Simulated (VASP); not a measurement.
# HfC (I4mm) in VASP: further runs

Runs on HfC. Level: PBEsol. Tasks: single point.

Program: VASP 6.6.1. These are calculated values, not measurements. Logs are shortened: lines on timing, memory, paths and dates and some standing lists are left out, and cuts for length are marked.

## 1. The cell of the first run

The structure is tetragonal, space group I4mm (No. 107). Conventional cell: a = 3.288 Å, b = 3.288 Å, c = 4.650 Å, α = 90.00°, β = 90.00°, γ = 90.00°. Hf (site symmetry 4mm) has 6 C at 2.25 to 2.40 Å within 3.0 Å. Within 3.0 Å of C (site symmetry 4mm) lie 6 Hf at 2.25 to 2.40 Å.

## 2. Single point, PBEsol (all C atoms moved +0.075 Å, as atom 2 along Cartesian [0 1 0])

The input, INCAR:

```
SYSTEM = HfC
PREC = Accurate ; ENCUT = 520
EDIFF = 1E-6 ; ISMEAR = 0
SIGMA = 0.15 ; LREAL = .False.
LASPH = .True. ; NELM = 60
ALGO = Normal ; ISIF = 2
LWAVE = .False. ; LCHARG = .True.
GGA = PS ; LELF = .True.
LVHAR = .True. ; NBANDS = 14
```

The input, KPOINTS:

```
regular mesh
0
Gamma
  18 18 18
  0 0 0
```

The input, POSCAR:

```
HfC
1.0
    0.0000000000      2.3250000000      2.3250000000
    2.3250000000      0.0000000000      2.3250000000
    2.3250000000      2.3250000000      0.0000000000
Hf C
1 1
Direct
    0.5000000000      0.5000000000      0.5000000000
    0.0161290323     -0.0161290323      0.0161290323
```

Potentials or basis: VASP PAW PBE potentials, release 64 (Hf_pv, C).

Command:

```sh
cat potpaw_PBE.64/Hf_pv/POTCAR potpaw_PBE.64/C/POTCAR > POTCAR
mpirun -np 1 vasp_std > vasp.out
```

OUTCAR:

```text
SYSTEM = HfC
   PREC = Accurate
   ENCUT = 520
   EDIFF = 1E-6
   ISMEAR = 0
   LREAL = .False.
   LASPH = .True.
   NELM = 60
   ISIF = 2
   GGA = PS

 ion  position               nearest neighbor table
   1  0.500  0.500  0.500-   2 2.25   2 2.33   2 2.33   2 2.33   2 2.33   2 2.40
   2  0.016  0.984  0.016-   1 2.25   1 2.33   1 2.33   1 2.33   1 2.33   1 2.40

  LATTYP: Found a face centered cubic cell.
 ALAT       =     4.6500000000

  Lattice vectors:

 A1 = (   0.0000000000,   2.3250000000,   2.3250000000)
 A2 = (   2.3250000000,   0.0000000000,   2.3250000000)
 A3 = (   2.3250000000,   2.3250000000,   0.0000000000)

Analysis of symmetry for initial positions (statically):
=====================================================================
 Subroutine PRICEL returns:
 Original cell was already a primitive cell.

 Routine SETGRP: Setting up the symmetry group for a
 face centered cubic supercell.

 Subroutine GETGRP returns: Found  8 space group operations
 (whereof  8 operations were pure point group operations)
 out of a pool of 48 trial point group operations.

The static configuration has the point symmetry C_4v.

Analysis of symmetry for dynamics (positions and initial velocities):
=====================================================================
 Subroutine PRICEL returns:
 Original cell was already a primitive cell.

 Routine SETGRP: Setting up the symmetry group for a
 face centered cubic supercell.

 Subroutine GETGRP returns: Found  8 space group operations
 (whereof  8 operations were pure point group operations)
 out of a pool of 48 trial point group operations.

The dynamic configuration has the point symmetry C_4v.

 Subroutine INISYM returns: Found  8 space group operations
 (whereof  8 operations are pure point group operations),
 and found     1 'primitive' translations

----------------------------------------------------------------------------------------

                                     Primitive cell

  volume of cell :      25.1362

  direct lattice vectors                    reciprocal lattice vectors
     0.000000000  2.325000000  2.325000000    -0.215053763  0.215053763  0.215053763
     2.325000000  0.000000000  2.325000000     0.215053763 -0.215053763  0.215053763
     2.325000000  2.325000000  0.000000000     0.215053763  0.215053763 -0.215053763

  length of vectors
     3.288046533  3.288046533  3.288046533     0.372484045  0.372484045  0.372484045

  position of ions in fractional coordinates (direct lattice)
     0.500000000  0.500000000  0.500000000
     0.016129032  0.983870968  0.016129032

  ion indices of the primitive-cell ions
   primitive index   ion index
                 1           1
                 2           2

----------------------------------------------------------------------------------------

 KPOINTS: regular mesh

Automatic generation of k-mesh.
 Grid dimensions read from file:
 generate k-points for:   18   18   18

 Generating k-lattice:

  Cartesian coordinates                     Fractional coordinates (reciprocal lattice)
    -0.011947431  0.011947431  0.011947431     0.055555556  0.000000000  0.000000000
     0.011947431 -0.011947431  0.011947431     0.000000000  0.055555556  0.000000000
     0.011947431  0.011947431 -0.011947431     0.000000000  0.000000000  0.055555556

  Length of vectors
     0.020693558  0.020693558  0.020693558

  Shift w.r.t. Gamma in fractional coordinates (k-lattice)
     0.000000000  0.000000000  0.000000000

 Subroutine IBZKPT returns following result:
 ===========================================

 Found    480 irreducible k-points:

 Following reciprocal coordinates:
            Coordinates               Weight
  0.000000  0.000000  0.000000      1.000000
  0.055556  0.000000  0.000000      8.000000
  0.111111  0.000000  0.000000      8.000000
  0.166667  0.000000  0.000000      8.000000
  0.222222  0.000000  0.000000      8.000000
  0.277778  0.000000  0.000000      8.000000
[... 16 lines left out ...]
  0.388889  0.055556  0.000000     16.000000
  0.055556  0.000000  0.388889      8.000000
 [... further k-points ...]
   k-points           NKPTS =    480   k-points in BZ     NKDIM =    480   number of bands    NBANDS=     14
   number of dos      NEDOS =    301   number of ions     NIONS =      2
   total plane-waves  NPLWV =  13824
   dimension x,y,z NGX =    24 NGY =   24 NGZ =   24
   dimension x,y,z NGXF=    48 NGYF=   48 NGZF=   48
   ions per type =               1   1
   NGX,Y,Z   is equivalent  to a cutoff of  12.13, 12.13, 12.13 a.u.
   NGXF,Y,Z  is equivalent  to a cutoff of  24.27, 24.27, 24.27 a.u.
 SYSTEM =  HfC
   PREC   = accura    normal or accurate (medium, high low for compatibility)
   ISTART =      0    job   : 0-new  1-cont  2-samecut
   ICHARG =      2    charge: 1-file 2-atom 10-const
   ISPIN  =      1    spin polarized calculation?
   LNONCOLLINEAR =      F non collinear calculations
   LSORBIT =      F    spin-orbit coupling
   LASPH  =      T    aspherical Exc in radial PAW
   ENCUT  =  520.0 eV  38.22 Ry    6.18 a.u.   6.11  6.11  6.11*2*pi/ulx,y,z
   NELM   =     60;   NELMIN=  2; NELMDL= -5     # of ELM steps
   EDIFF  = 0.1E-05   stopping-criterion for ELM
   LREAL  =      F    real-space projection
   EDIFFG = 0.1E-04   stopping-criterion for IOM
   NSW    =      0    number of steps for IOM
   IBRION =     -1    ionic relax: 0-MD 1-quasi-New 2-CG
   NFREE  =      0    steps in history (QN), initial steepest desc. (CG)
   ISIF   =      2    stress and relaxation
   ISYM   =      2    0-nonsym 1-usesym 2-fastsym
   POTIM  = 0.5000    time-step for ionic-motion
   TEBEG  =    0.0;   TEEND  =   0.0 temperature during run
   PSTRESS=    0.0 pullay stress
   NELECT =      14.0000    total number of electrons
   NUPDOWN=      -1.0000    fix difference up-down
   EMIN   =  10.00;   EMAX   =-10.00  energy-range for DOS
   EFERMI =   0.00;   METHOD = LEGACY
   ISMEAR =     0;   SIGMA  =   0.15  broadening in eV -4-tet -1-fermi 0-gaus
   EFERMI_NEDOS =   21; number of points for ismear=-14 and -15
   IALGO  =     38    algorithm
   IMIX   =      4    mixing-type and parameters
     AMIX     =   0.40;   BMIX     =  1.00
     AMIX_MAG =   1.60;   BMIX_MAG =  1.00
  volume/ion in A,a.u.               =      12.57        84.81
  Fermi-wavevector in a.u.,A,eV,Ry     =   1.346949  2.545365 24.684672  1.814272
  Thomas-Fermi vector in A             =   2.474740
   LORBIT       =      0    0 simple, 1 ext, 2 COOP (PROOUT), +10 PAW based schemes
   GGA     = PS    functional components
   LHFCALC =     F    Hartree Fock is set to
   AEXX    =    0.0000 exact exchange contribution
   IVDW    =     0    specifies the selected vdW correction
   LEPSILON=     F    determine dielectric tensor
   LRPA    =     F    only Hartree local field effects (RPA)
 non-spin polarized calculation
 Gauss-broadening in eV      SIGMA  =   0.15
  energy-cutoff  :      520.00
  volume of cell :       25.14
 maximum number of plane-waves:       700
   NGX = 13   NGY = 13   NGZ = 13

 number of electron      14.0000000 magnetization

 Free energy of the ion-electron system (eV)
  ---------------------------------------------------
  ext. energy  EPLUGINS =         0.00000000
  ---------------------------------------------------
  free energy    TOTEN  =       -22.16050959 eV

  energy without entropy =      -22.15735312  energy(sigma->0) =      -22.15893136

 E-fermi :   5.8283     XC(G=0): -12.4184

 val. band max:        5.8279526230   @ k =   0.4444   0.4444   0.0000
 cond. band min:       5.8445963720   @ k =   0.4444   0.3889   0.0000
 fundamental gap:      0.0166437489
 Fermi energy:         5.8282796136

 k-point     1 :       0.0000    0.0000    0.0000
  band No.  band energies     occupation
      1     -23.6953      2.00000
      2     -23.6953      2.00000
      3     -23.6950      2.00000
      4      -6.4785      2.00000
      5       6.5055      0.00000
      6       6.5055      0.00000
      7       6.6896      0.00000
      8       7.1505      0.00000
      9       7.4971      0.00000
     10       7.4971      0.00000
     11       9.1708      0.00000
     12       9.3592      0.00000
     13      12.6226      0.00000
     14      16.7383      0.00000

 k-point     2 :       0.0556    0.0000    0.0000
  band No.  band energies     occupation
      1     -23.7174      2.00000
      2     -23.6974      2.00000
      3     -23.6972      2.00000
      4      -6.3999      2.00000
      5       5.9522      0.24270
      6       6.2320      0.00014
      7       6.4557      0.00000
      8       7.2826      0.00000
      9       7.5076      0.00000
     10       7.7214      0.00000
     11       9.5953      0.00000
     12       9.7502      0.00000
     13      12.8044      0.00000
     14      16.9607      0.00000

 k-point     3 :       0.1111    0.0000    0.0000
  band No.  band energies     occupation
      1     -23.7806      2.00000
      2     -23.7036      2.00000
      3     -23.7033      2.00000
      4      -6.1690      2.00000
      5       5.1053      2.00000
      6       5.6184      1.95217
      7       5.7541      1.51557
      8       7.5786      0.00000
      9       7.6826      0.00000
     10       8.0449      0.00000
     11      10.5128      0.00000
     12      10.6264      0.00000
     13      13.2894      0.00000
     14      17.5894      0.00000
[... 324 lines left out ...]
 k-point    23 :       0.3889    0.0556    0.0000
  band No.  band energies     occupation
      1     -24.2737      2.00000
      2     -23.7669      2.00000
      3     -23.7592      2.00000
      4      -3.6950      2.00000
      5       0.8407      2.00000
      6       3.0876      2.00000
      7       3.3082      2.00000
      8       9.2971      0.00000
      9      10.4898      0.00000
     10      10.5753      0.00000
     11      14.2953      0.00000
     12      15.2109      0.00000
     13      16.2918      0.00000
     14      19.4826      0.00000

 k-point    24 :       0.0556    0.0000    0.3889
  band No.  band energies     occupation
      1     -24.2738      2.00000
      2     -23.7672      2.00000
      3     -23.7589      2.00000
      4      -3.6938      2.00000
      5       0.8410      2.00000
      6       3.1008      2.00000
      7       3.2896      2.00000
      8       9.3116      0.00000
      9      10.5022      0.00000
     10      10.5703      0.00000
     11      14.2697      0.00000
     12      15.1364      0.00000
     13      16.3754      0.00000
     14      19.4913      0.00000

 [... further k-points ...]

------------------------ aborting loop because EDIFF is reached ----------------------------------------

  FORCE on cell =-STRESS in cart. coord.  units (eV):
  Direction    XX          YY          ZZ          XY          YZ          ZX
  --------------------------------------------------------------------------------------
  -------------------------------------------------------------------------------------
  Total       -1.1053399     -0.8465072     -1.1053399     -0.0000000      0.0000000      0.0000000
  in kB      -70.4543084    -53.9563254    -70.4543084     -0.0000000      0.0000000      0.0000000
  external PRESSURE =     -64.9549807 kB  Pullay stress =       0.0000000 kB

 VOLUME and BASIS-vectors are now :
 -----------------------------------------------------------------------------
  energy-cutoff  :      520.00
  volume of cell :       25.14
      direct lattice vectors                 reciprocal lattice vectors
     0.000000000  2.325000000  2.325000000    -0.215053763  0.215053763  0.215053763
     2.325000000  0.000000000  2.325000000     0.215053763 -0.215053763  0.215053763
     2.325000000  2.325000000  0.000000000     0.215053763  0.215053763 -0.215053763

 POSITION                                       TOTAL-FORCE (eV/Angst)
 -----------------------------------------------------------------------------------
      2.32500      2.32500      2.32500         0.000000      0.556701      0.000000
      2.32500      0.07500      2.32500         0.000000     -0.556701      0.000000
 -----------------------------------------------------------------------------------
    total drift:                                0.000000      0.000051      0.000000

  FREE ENERGIE OF THE ION-ELECTRON SYSTEM (eV)
  ---------------------------------------------------
  free  energy   TOTEN  =       -22.1605095873 eV

  energy  without entropy=      -22.1573531240  energy(sigma->0) =      -22.15893136
```

Run time: 39 s. Hardware: 1 thread of Intel Xeon 6975P-C (Granite Rapids), shared host; peak memory 0.28 GiB.

Results:

```
Free energy            : -22.1605 eV
Pressure               : -6.5 GPa
Largest force          : 0.557 eV/Å
Band gap on the k mesh : zero (band 7 reaches 6.69 eV, above the bottom of band 8 at 5.37 eV)
```

Forces in eV/Å, atoms in the order of the input:
```
Hf   0.000  0.557  0.000
C    0.000 -0.557  0.000
```

Stress tensor (GPa, compression positive):
```
-7.05  0.00  0.00
 0.00 -5.40  0.00
 0.00  0.00 -7.05
```

Caveat: the cell differs from its parent crystal (all C atoms moved +0.075 Å, as atom 2 along Cartesian [0 1 0]); the PAW data sets were made with another functional, which shifts forces and pressure a little; spin-orbit coupling is left out, which moves the levels of the heavy elements.

[end of part 1 of 2]
